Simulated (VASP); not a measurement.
# SiW6 in VASP: a series of runs, part 2 of 2

VASP 6.6.1.

### 4 Single point, PBE+D3(BJ)

The input, INCAR:

```
SYSTEM = SiW6
PREC = Accurate
ENCUT = 520
EDIFF = 1E-6
ISMEAR = 0
SIGMA = 0.1
LREAL = .False.
LASPH = .True.
NELM = 80
ALGO = Normal
ISIF = 2
LWAVE = .False.
LCHARG = .False.
LDIPOL = .True.
IDIPOL = 3
DIPOL = 0.5 0.5 0.322
GGA = PE
IVDW = 12
NBANDS = 53
```

The input, KPOINTS:

```
regular mesh
0
Gamma
  6 6 1
  0 0 0
```

The input, POSCAR:

```
SiW6
1.0
    4.4682526324      0.0000000000      0.0000000000
   -2.2341263162      3.8696202902      0.0000000000
    0.0000000000      0.0000000000     21.7259061349
W Si
6 1
Direct
    0.6666666667      0.3333333333      0.1841119986
    0.3333333333      0.6666666667      0.2260931360
    0.0000000000      0.0000000000      0.2680742733
    0.6666666667      0.3333333333      0.3070897866
    0.3333333333      0.6666666667      0.3466976876
    0.0000000000      0.0000000000      0.3832248047
    0.4444444444      0.8888888889      0.5397200035
```

Potentials or basis: VASP PAW PBE potentials, release 64 (W_sv, Si).

Started as:

```console
$ cat potpaw_PBE.64/W_sv/POTCAR potpaw_PBE.64/Si/POTCAR > POTCAR
$ mpirun -np 1 vasp_std > vasp.out
```

OUTCAR:

```text
SYSTEM = SiW6
   PREC = Accurate
   ENCUT = 520
   EDIFF = 1E-6
   ISMEAR = 0
   LREAL = .False.
   LASPH = .True.
   NELM = 80
   ISIF = 2
   GGA = PE
   IVDW = 12
 IVDW          = 12

 ion  position               nearest neighbor table
   1  0.667  0.333  0.184-   4 2.67   2 2.74   2 2.74   2 2.74   3 3.16   3 3.16   3 3.16
   2  0.333  0.667  0.226-   5 2.62   3 2.74   3 2.74   3 2.74   1 2.74   1 2.74   1 2.74   4 3.12
                             4 3.12   4 3.12
   3  0.000  0.000  0.268-   6 2.50   4 2.72   4 2.72   4 2.72   2 2.74   2 2.74   2 2.74   5 3.09
                             5 3.09   5 3.09   1 3.16   1 3.16   1 3.16
   4  0.667  0.333  0.307-   1 2.67   3 2.72   3 2.72   3 2.72   5 2.72   5 2.72   5 2.72   6 3.06
                             6 3.06   6 3.06   2 3.12   2 3.12   2 3.12
   5  0.333  0.667  0.347-   2 2.62   6 2.70   6 2.70   6 2.70   4 2.72   4 2.72   4 2.72   3 3.09
                             3 3.09   3 3.09
   6  0.000  0.000  0.383-   3 2.50   5 2.70   5 2.70   5 2.70   4 3.06   4 3.06   4 3.06
   7  0.444  0.889  0.540-

  LATTYP: Found a hexagonal cell.
 ALAT       =     4.4682526324
[... 195 lines left out ...]
      2     -73.5496      2.00000
      3     -73.5235      2.00000
      4     -73.4856      2.00000
      5     -73.3888      2.00000
      6     -73.3222      2.00000
[... 717 lines left out ...]
     52       1.7913      0.00000
     53       1.9289      0.00000

------------------------ aborting loop because EDIFF is reached ----------------------------------------

 vacuum level on the upper side and lower side of the slab       (xc-potential included)         0.012        -0.432

 Edisp (eV)   -2.85784

 E8    (eV) :    -1.5008

  FORCE on cell =-STRESS in cart. coord.  units (eV):
  Direction    XX          YY          ZZ          XY          YZ          ZX
  --------------------------------------------------------------------------------------
  -------------------------------------------------------------------------------------
  Total       0.59131     0.86064     0.10850     0.00000    -0.46222     0.00000
  in kB       2.52196     3.67071     0.46275     0.00000    -1.97140     0.00000
  external pressure =        2.22 kB  Pullay stress =        0.00 kB

 VOLUME and BASIS-vectors are now :
 -----------------------------------------------------------------------------
  energy-cutoff  :      520.00
  volume of cell :      375.65
      direct lattice vectors                 reciprocal lattice vectors
     4.468252632  0.000000000  0.000000000     0.223801133  0.129211644  0.000000000
    -2.234126316  3.869620290  0.000000000     0.000000000  0.258423288  0.000000000
     0.000000000  0.000000000 21.725906135     0.000000000  0.000000000  0.046028000

 POSITION                                       TOTAL-FORCE (eV/Angst)
 -----------------------------------------------------------------------------------
      2.23413      1.28987      4.00000        -0.000000     -0.044658      2.086989
     -0.00000      2.57975      4.91208        -0.000000      0.012932     -1.013308
      0.00000      0.00000      5.82416        -0.000000      0.005118     -1.807103
      2.23413      1.28987      6.67180         0.000000      0.083149     -3.184819
     -0.00000      2.57975      7.53232        -0.000000      0.092090      0.067091
      0.00000      0.00000      8.32591         0.000000     -0.034570      5.013746
     -0.00000      3.43966     11.72591        -0.000000     -0.114061     -1.162596
 -----------------------------------------------------------------------------------
    total drift:                                0.000000     -0.000011      0.000507

  FREE ENERGIE OF THE ION-ELECTRON SYSTEM (eV)
  ---------------------------------------------------
  free  energy   TOTEN  =       -74.6111206437 eV

  energy  without entropy=      -74.5617869644  energy(sigma->0) =      -74.58645380

 vacuum level on the upper side and lower side of the slab         4.573         4.117
```

OSZICAR:

```text
N       E                     dE             d eps       ncg     rms          rms(c)
DAV:   1     0.978793109178E+03    0.97879E+03   -0.53217E+04  1722   0.150E+03
DAV:   2    -0.293983798717E+02   -0.10082E+04   -0.99095E+03  1571   0.450E+02
DAV:   3    -0.757411074855E+02   -0.46343E+02   -0.45108E+02  1693   0.941E+01
DAV:   4    -0.780706077951E+02   -0.23295E+01   -0.22886E+01  1868   0.174E+01
[... 24 lines left out ...]
DAV:  29    -0.717532688256E+02   -0.15084E-04   -0.40242E-06  1023   0.473E-03    0.231E-03
DAV:  30    -0.717532742979E+02   -0.54723E-05   -0.46124E-07   948   0.255E-03    0.163E-03
DAV:  31    -0.717532770520E+02   -0.27541E-05   -0.65974E-07   948   0.193E-03    0.108E-03
DAV:  32    -0.717532786200E+02   -0.15680E-05   -0.68208E-07   972   0.196E-03    0.819E-04
DAV:  33    -0.717532793539E+02   -0.73394E-06   -0.95915E-08   940   0.114E-03
   1 F= -.74611121E+02 E0= -.74586454E+02  d E =-.493337E-01
```

stdout:

```text
POSCAR found type information on POSCAR W Si
 POSCAR found :  2 types and       7 ions
 scaLAPACK will be used
 LDA part: xc-table for (Slater+PW92), standard interpolation
 POSCAR, INCAR and KPOINTS ok, starting setup
 FFT: planning ... GRIDC
 FFT: planning ... GRID_SOFT
 FFT: planning ... GRID
 WAVECAR not read
 entering main loop
```

It took 5.5 min on 1 thread of Intel Xeon 6975P-C (Granite Rapids), shared host; peak memory 0.61 GiB.

Results:

```
Free energy                : -74.6111 eV
Largest force              : 5.014 eV/Å
Band gap on the k mesh     : zero (band 44 reaches 0.47 eV, above the bottom of band 45 at 0.14 eV)
Dispersion energy per atom : -0.408 eV
```

Forces in eV/Å, atoms in the order of the input:
```
W    0.000 -0.045  2.087
W    0.000  0.013 -1.013
W    0.000  0.005 -1.807
W    0.000  0.083 -3.185
W    0.000  0.092  0.067
W    0.000 -0.035  5.014
Si   0.000 -0.114 -1.163
```

Caveat: spin-orbit coupling is left out, which moves the levels of the heavy elements.
